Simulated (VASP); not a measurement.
Input of a VASP 6.6.1 run:

Contents of INCAR:

```
PREC = Accurate
ENCUT = 520
EDIFF = 1E-6
ISMEAR = -1
SIGMA = 0.15
LREAL = F
LASPH = T
NELM = 100
ALGO = Normal
ISIF = 2
LWAVE = F
LCHARG = T
GGA = PE
LELF = T
LVHAR = T
NBANDS = 14
```

KPOINTS

```
Automatic mesh
0
Gamma
  15 15 8
```

File POSCAR:

```
Na
1.0
    3.7506568863      0.0000000000      0.0000000000
   -1.8753284431      3.2481641444      0.0000000000
    0.0000000000      0.0000000000      6.1157063597
Na
2
Direct
    0.3333333333      0.6666666667      0.2500000000
    0.6666666667      0.3333333333      0.7500000000
```

Potentials or basis: VASP PAW PBE potentials, release 64 (Na_pv).

Launch:

```bash
$ cat potpaw_PBE.64/Na_pv/POTCAR > POTCAR
$ mpirun -np 1 vasp_std > vasp.out
```

Problem. Predict the pressure.

Solution. 0.0 GPa.

Problem. What does it give for the band gap on the k mesh?

Solution. Zero (band 7 reaches 2.38 eV, above the bottom of band 8 at -1.92 eV).
